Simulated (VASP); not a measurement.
Input of a VASP 6.6.1 run:

File INCAR:

```
SYSTEM = CdSe
PREC = Accurate ; ENCUT = 520
EDIFF = 1E-6 ; ISMEAR = -1
SIGMA = 0.05 ; LREAL = .FALSE.
LASPH = .TRUE. ; NELM = 100
ALGO = Normal ; ISIF = 2
LWAVE = .FALSE. ; LCHARG = .FALSE.
GGA = CA ; NBANDS = 26
```

The input KPOINTS:

```
regular mesh
0
G
  7 7 4
  0 0 0
```

The input POSCAR:

```
CdSe
1.0
    4.3460853832      0.0000000000      0.0000000000
   -2.1730426916      3.7638203488      0.0000000000
    0.0000000000      0.0000000000      7.0898398800
Cd Se
2 2
Direct
    0.6666666700      0.3333333300      0.4985428909
    0.3333333300      0.6666666700      0.9999533600
    0.6666666700      0.3333333300      0.8759066400
    0.3333333300      0.6666666700      0.3759066400
```

Potentials or basis: VASP PAW LDA potentials, release 64 (Cd, Se).

Run with:

```sh
$ cat potpaw_LDA.64/Cd/POTCAR potpaw_LDA.64/Se/POTCAR > POTCAR
$ mpirun -np 1 vasp_std > vasp.out
```

Problem. Estimate the band gap on the k mesh.

Solution. 0.36 eV.

Problem. Predict the pressure.

Solution. -2.9 GPa.

Problem. What does it give for the largest force?

Solution. 0.055 eV/Å.

Stress tensor (GPa, compression positive):
```
-2.90  0.00  0.00
 0.00 -2.90  0.00
 0.00  0.00 -3.00
```
